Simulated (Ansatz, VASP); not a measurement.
Two plane-wave programs on TaN

INCAR

```
ALGO     = Normal         # electronic algorithm
EDIFF    = 1E-6           # SCF threshold, eV
ENCUT    = 520            # plane-wave cutoff, eV
GGA      = PS             # functional
ISIF     = 2              # what is computed and relaxed
ISMEAR   = 0              # smearing method
LASPH    = T              # aspherical terms in the spheres
LCHARG   = F              # write CHGCAR
LREAL    = F              # projectors in reciprocal space
LWAVE    = F              # write WAVECAR
NBANDS   = 15             # bands
NELM     = 100            # most SCF steps
PREC     = Accurate       # precision mode
SIGMA    = 0.15           # smearing width, eV
```

File KPOINTS:

```
k-points
0
Gamma
  21 21 18
```

File POSCAR:

```
TaN
1.0
    2.9404645950      0.0000000000      0.0000000000
   -1.4702322975      2.5465170382      0.0000000000
    0.0000000000      0.0000000000      3.0657283867
Ta N
1 1
Direct
    0.3333333333      0.6666666667      0.5000000000
    0.0000000000      0.0000000000      0.0000000000
```

Input for Ansatz:

```yaml
crystal:
  lattice:
    - [2.940464595, 0.0, 0.0]
    - [-1.4702322975, 2.5465170382, 0.0]
    - [0.0, 0.0, 3.0657283867]
  atoms:
    - { symbol: Ta, position: [0.3333333333, 0.6666666667, 0.5] }
    - { symbol: "N", position: [0.0, 0.0, 0.0] }
basis:
  ecutwfc: 520.0
kpoints:
  mp_grid: { grid: [21, 21, 18] }
hamiltonian:
  xc: pbesol
scf:
  occupations: { method: gaussian, width: 0.15 }
output:
  forces: true
  stress: true
  eigenvalues: true
  write_density: true
  write_potential: true
  elf: true
  volumetric_format: npy
```

Alike in both runs: task single point; functional PBEsol; k mesh 21 × 21 × 18; occupations gaussian, width 0.15 eV; no spin polarisation.

|  | VASP | Ansatz |
| --- | --- | --- |
| version | VASP 6.6.1 | Ansatz 0.2.0 |
| potentials or method | VASP PAW PBE potentials, release 64 (Ta_pv, N), cutoff 520 eV | scalar-relativistic, plane waves, PAW |
| valence electrons in the cell | 16 | 18 |

Ansatz gave:

```
gap on the k mesh at the Fermi level (eV)                     : none
pressure (GPa)                                                : -24.2
traceless stress, the component that is largest in VASP (GPa) : -23.87
```

Task: Which values does VASP return?

Result: gap on the k mesh at the Fermi level (eV): none; pressure (GPa): -23.7; traceless stress, the component that is largest in VASP (GPa): -23.78.

VASP's potentials were made for PBE, not for PBEsol. A gap of «none» marks a metal or a gap that the smearing closes. VASP's potentials hold 16 valence electrons a cell and Ansatz's 18, so a difference there can come from the potentials and not from the codes.

Neither program's run includes spin-orbit coupling.
